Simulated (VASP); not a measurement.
Sb, 2 atoms in the cell. Symmetry: R-3m, No. 166, trigonal system. Conventional cell: a = 4.255 Å, b = 4.255 Å, c = 11.098 Å, α = 90.00°, β = 90.00°, γ = 120.00°. Sb (site symmetry 3m) has 6 Sb at 2.87 to 3.31 Å within 3.8 Å. 

| Item | Value |
| --- | --- |
| Program | VASP 6.6.1 |
| Task | single point |
| Functional | r2SCAN |
| Potentials or basis | VASP PAW PBE potentials, release 64 (Sb) |
| Cutoff | 520 eV |
| k mesh | 6 × 6 × 6 |
| Occupations | gaussian, width 0.05 eV |
| Spin | non-collinear spin, zero start, spin-orbit coupling |
| Starting moments | [[0.0, 0.0, 0.0], [0.0, 0.0, 0.0]] μB |
| Dipole correction | no |
| Further INCAR settings | ALGO = Normal; EDIFF = 1e-06; NBANDS = 22 |

Potentials or basis: VASP PAW PBE potentials, release 64 (Sb).

The run is started by

```bash
$ cat potpaw_PBE.64/Sb/POTCAR > POTCAR
$ cp INCAR.step1 INCAR
$ mpirun -np 1 vasp_ncl > vasp.out
$ cp INCAR.step2 INCAR
$ mpirun -np 1 vasp_ncl > vasp.out
```

Hardware: 1 thread of Intel Xeon 8259CL, on a shared host.

Task: Estimate the wall time of this run.

Result: It took 11 min on 1 thread of Intel Xeon 8259CL, on a shared host, peak memory 0.46 GiB. Counts: k points 32.
